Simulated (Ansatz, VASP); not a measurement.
## Two plane-wave programs on Ta

```xyz
1
Lattice="-1.6513 1.6513 1.6843 1.6513 -1.6513 1.6843 1.6513 1.6513 -1.6843" Properties=species:S:1:pos:R:3 pbc="T T T"
Ta    0.0000    0.0000    0.0000
```

Change from the starting cell: zz strain of +2 %, PAW files.

Alike in both runs: task electric field gradients; functional PBEsol; k mesh 15 × 15 × 15; occupations fermi-dirac, width 0.05 eV; no spin polarisation.

```csv
,VASP,Ansatz
version,VASP 6.6.1,Ansatz 0.2.0
potentials or method,"VASP PAW PBE potentials, release 64 (Ta_pv)","PAW with Ansatz's default frozen-core files, scalar-relativistic"
plane-wave cutoff (eV),520,420
valence electrons in the cell,11,13
```

|  | VASP | Ansatz | Ansatz less VASP |
| --- | --- | --- | --- |
| pressure (GPa) | -7.5 | -7.6 | -0.12 |
| traceless stress, the component that is largest in VASP (GPa) | -1.45 | -1.45 | 0.000 |
| size of Vzz on the site where it differs most (V/Å²) | 11.4 | 12.8 | +1.42 |

VASP's potentials were made for PBE, not for PBEsol. VASP's potentials hold 11 valence electrons a cell and Ansatz's 13, so a difference there can come from the potentials and not from the codes.

Neither program's run includes spin-orbit coupling.
